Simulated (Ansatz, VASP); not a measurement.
# BN: VASP beside Ansatz

```xyz
12
Lattice="2.5052 0.0000 0.0000 -0.6275 3.5115 0.0000 0.0000 0.0000 26.0119" Properties=species:S:1:pos:R:3 pbc="T T T"
N     1.8780    3.0089    7.5377
N     0.6304    2.3374    9.5592
N     1.8855    1.6696   11.6183
N     0.6352    1.0113   13.6894
N     1.8898    0.3823   15.7710
N     0.0111    3.3395   17.8865
B     0.6262    2.8019    8.1146
B     1.8831    2.1172   10.2173
B     0.6330    1.4499   12.2897
B     1.8878    0.7990   14.3642
B     0.6371    0.1905   16.4493
B     1.2631    3.2082   18.5742
```

Alike in both runs: functional PBE; dispersion D3(BJ); k mesh 11 × 8 × 1; occupations gaussian, width 0.05 eV; no spin polarisation.

Ansatz relaxed the structure, and its values are those at the end. VASP's run is a single point on that final structure, the one shown.

|  | VASP | Ansatz |
| --- | --- | --- |
| version | VASP 6.6.1 | Ansatz 0.2.0 |
| potentials or method | VASP PAW PBE potentials, release 64 (N, B), cutoff 520 eV | scalar-relativistic, plane waves, PAW |
| valence electrons in the cell | 48 | 48 |

Ansatz gave:

| Quantity | Value |
| --- | --- |
| gap on the k mesh at the Fermi level (eV) | none |
| rms of the force components (eV/Å) | 0.006 |
| work function, face that differs most (eV) | 7.72 |

**Question.** What did VASP give for the same quantities?

**Answer.** gap on the k mesh at the Fermi level (eV): none; rms of the force components (eV/Å): 0.007; work function, face that differs most (eV): 7.71.

A gap of «none» marks a metal or a gap that the smearing closes. Ansatz's warnings: xc potential rough in thin density.
